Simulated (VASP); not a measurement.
# SrW2 (I4/mmm) in VASP: further runs, part 2 of 2

VASP 6.6.1. Earlier steps stand in the parts before.

### Step 3. Single point, PBE

This run uses another cell than the first one, of 22.68 Å³/atom.

INCAR reads:

```
ALGO = Fast
EDIFF = 1E-6
ENCUT = 520
GGA = PE
ISIF = 2
ISMEAR = 0
LASPH = T
LCHARG = F
LREAL = F
LWAVE = F
NBANDS = 26
NELM = 60
PREC = Accurate
SIGMA = 0.1
```

KPOINTS reads:

```
k-points
0
Gamma
  6 6 6
```

POSCAR reads:

```
SrW2
1.0
   -2.1808923883      2.1808923883      3.5768877732
    2.1808923883     -2.1808923883      3.5768877732
    2.1808923883      2.1808923883     -3.5768877732
Sr W
1 2
Direct
    0.0000000000      0.0000000000      0.0000000000
    0.5930000000      0.5930000000      0.0000000000
    0.4070000000      0.4070000000      0.0000000000
```

Potentials or basis: VASP PAW PBE potentials, release 64 (Sr_sv, W_sv).

Run with:

```
> cat potpaw_PBE.64/Sr_sv/POTCAR potpaw_PBE.64/W_sv/POTCAR > POTCAR
> mpirun -np 1 vasp_std > vasp.out
```

OUTCAR:

```text
EDIFF = 1E-6
   ENCUT = 520
   GGA = PE
   ISIF = 2
   ISMEAR = 0
   LASPH = T
   LREAL = F
   NELM = 60
   PREC = Accurate

 ion  position               nearest neighbor table
   1  0.000  0.000  0.000-   2 2.91   3 2.91   2 3.16   3 3.16   2 3.16   2 3.16   2 3.16   3 3.16
                             3 3.16   3 3.16   3 4.24   2 4.24
   2  0.593  0.593  0.000-   3 1.33   1 2.91   1 3.16   1 3.16   1 3.16   1 3.16   1 4.24
   3  0.407  0.407  0.000-   2 1.33   1 2.91   1 3.16   1 3.16   1 3.16   1 3.16   1 4.24

[... 910 lines left out ...]
  Direction    XX          YY          ZZ          XY          YZ          ZX
  --------------------------------------------------------------------------------------
  -------------------------------------------------------------------------------------
  Total        6.9849705      6.9849705    399.8881016      0.0000000      0.0000000      0.0000000
  in kB      164.4528412    164.4528412   9414.8907675      0.0000000      0.0000000      0.0000000
  external PRESSURE =    3247.9321500 kB  Pullay stress =       0.0000000 kB

 VOLUME and BASIS-vectors are now :
 -----------------------------------------------------------------------------
  energy-cutoff  :      520.00
  volume of cell :       68.05
      direct lattice vectors                 reciprocal lattice vectors
    -2.180892388  2.180892388  3.576887773     0.000000000  0.229263948  0.139786326
     2.180892388 -2.180892388  3.576887773     0.229263948  0.000000000  0.139786326
     2.180892388  2.180892388 -3.576887773     0.229263948  0.229263948  0.000000000

 POSITION                                       TOTAL-FORCE (eV/Angst)
 -----------------------------------------------------------------------------------
      0.00000      0.00000      0.00000        -0.000000     -0.000000      0.000000
      0.00000      0.00000      4.24219         0.000000      0.000000    291.783550
      0.00000      0.00000      2.91159         0.000000      0.000000   -291.783550
 -----------------------------------------------------------------------------------
    total drift:                               -0.000000     -0.000000     -0.000000

  FREE ENERGIE OF THE ION-ELECTRON SYSTEM (eV)
  ---------------------------------------------------
  free  energy   TOTEN  =        35.7816415841 eV

  energy  without entropy=       35.7941276476  energy(sigma->0) =       35.78788462
```

OSZICAR:

```text
N       E                     dE             d eps       ncg     rms          rms(c)
DAV:   1     0.489662957646E+03    0.48966E+03   -0.23891E+04  1640   0.159E+03
DAV:   2     0.519120208508E+02   -0.43775E+03   -0.42872E+03  1790   0.480E+02
DAV:   3     0.336975626254E+02   -0.18214E+02   -0.18043E+02  1906   0.997E+01
[... 37 lines left out ...]
RMM:  41     0.357816447156E+02   -0.16413E-05   -0.18040E-05   774   0.817E-03    0.596E-02
RMM:  42     0.357816442571E+02   -0.45851E-06   -0.17834E-05  1114   0.858E-03    0.580E-02
RMM:  43     0.357816437122E+02   -0.54493E-06   -0.13067E-05  1049   0.760E-03    0.570E-02
RMM:  44     0.357816425545E+02   -0.11577E-05   -0.13638E-05   878   0.632E-03    0.573E-02
RMM:  45     0.357816415841E+02   -0.97042E-06   -0.89905E-06   843   0.574E-03
   1 F= 0.35781642E+02 E0= 0.35787885E+02  d E =-.124861E-01
```

Wall time 6 min (1 thread of Intel Xeon 8259CL, shared host); peak memory 0.23 GiB.

Results:

```
Free energy            : 35.7816 eV
Pressure               : 324.8 GPa
Largest force          : 291.784 eV/Å
Band gap on the k mesh : zero (bands 19 and 20 overlap by 1.52 eV)
```

Forces on the atoms (eV/Å):
```
Sr     0.000    0.000    0.000
W      0.000    0.000  291.784
W      0.000    0.000 -291.784
```

Levels at points of the mesh, in eV from the Fermi level:
| k point | band 17 | band 18 | band 19 | band 20 | band 21 | band 22 |
| --- | --- | --- | --- | --- | --- | --- |
| (0.00, 0.00, 0.00) | -5.80 | -2.80 | 0.35 | 0.35 | 0.78 | 3.08 |
| (0.50, 0.00, 0.00) | -4.29 | -2.41 | -0.66 | 0.57 | 0.71 | 1.72 |
| (0.50, 0.50, 0.00) | -4.73 | -1.71 | -1.27 | -0.15 | 1.02 | 2.20 |
| (0.50, 0.50, 0.50) | -5.51 | -2.15 | -0.07 | 2.14 | 3.27 | 3.31 |

Caveat: atoms lie so close that the PAW spheres overlap strongly, which falsifies energies and pressures; the cell stands under pressure; spin-orbit coupling is left out, which moves the levels of the heavy elements; forces of over 1 eV/Å act on the atoms, so gaps and moduli don't describe the material at rest.

### Step 4. Single point, PBE

INCAR reads:

```
SYSTEM = SrW2
ALGO = Fast ; EDIFF = 1E-6
ENCUT = 520 ; GGA = PE
ISIF = 2 ; ISMEAR = 0
LASPH = .True. ; LCHARG = .False.
LREAL = .False. ; LWAVE = .False.
NBANDS = 26 ; NELM = 60
PREC = Accurate ; SIGMA = 0.1
```

KPOINTS reads:

```
k-points
0
Gamma
  16 16 16
  0 0 0
```

POSCAR reads:

```
SrW2
1.0
   -2.0001403627      2.0001403627      4.0457157729
    2.0001403627     -2.0001403627      4.0457157729
    2.0001403627      2.0001403627     -4.0457157729
Sr W
1 2
Direct
    0.0000000000      0.0000000000      0.0000000000
    0.6593594015      0.6593594015      0.0000000000
    0.3406405985      0.3406405985      0.0000000000
```

Run with:

```
> cat potpaw_PBE.64/Sr_sv/POTCAR potpaw_PBE.64/W_sv/POTCAR > POTCAR
> mpirun -np 1 vasp_std > vasp.out
```

Run time: 54 min. Hardware: 1 thread of Intel Xeon 8259CL, shared host; peak memory 0.67 GiB.

It converged, with:

```
Free energy            : -21.8173 eV
Pressure               : 0.5 GPa
Largest force          : 0.013 eV/Å
Band gap on the k mesh : zero (bands 19 and 20 overlap by 1.25 eV)
```

Forces in eV/Å, atoms in the order of the input:
```
Sr   0.000  0.000  0.000
W    0.000  0.000 -0.013
W    0.000  0.000  0.013
```

Stress tensor (GPa, compression positive):
```
0.33 0.00 0.00
0.00 0.33 0.00
0.00 0.00 0.98
```

Levels at points of the mesh, in eV from the Fermi level:
```csv
k point,band 17,band 18,band 19,band 20,band 21,band 22
"(0.00, 0.00, 0.00)",-1.25,-0.78,-0.78,-0.15,-0.15,0.38
"(0.50, 0.00, 0.00)",-1.82,-1.01,-0.21,0.01,0.44,1.17
"(0.50, 0.50, 0.00)",-1.26,-1.19,-0.10,0.25,0.62,0.83
"(0.50, 0.50, 0.50)",-1.57,-1.57,-0.84,0.45,0.94,0.94
```

Caveat: spin-orbit coupling is left out, which moves the levels of the heavy elements.

### Step 5. The runs side by side

```csv
cell,k mesh,gap on the mesh (eV),pressure (GPa),largest force (eV/Å)
"a = 4.940 Å, angles 132.3, 132.3, 69.7°, 3 atoms, atomic positions A",6 × 6 × 6,none,0.5,0.01
"a = 4.723 Å, angles 125.0, 125.0, 81.5°, 3 atoms, atomic positions B",6 × 6 × 6,none,324.8,291.78
"a = 4.936 Å, angles 132.2, 132.2, 69.9°, 3 atoms, atomic positions A",16 × 16 × 16,none,0.5,0.01
```

Alike in all rows: task single point; level PBE; potentials or basis VASP PAW PBE potentials, release 64 (Sr_sv, W_sv); no spin polarisation; cutoff (eV) 520; smearing gaussian 0.1 eV.

Caveats: spin-orbit coupling is left out, which moves the levels of the heavy elements; atoms lie so close that the PAW spheres overlap strongly, which falsifies energies and pressures (at least some runs); the cell stands under pressure (at least some runs); forces of over 1 eV/Å act on the atoms, so gaps and moduli don't describe the material at rest (at least some runs).

Absolute energies hang on the potentials; compare differences alone.
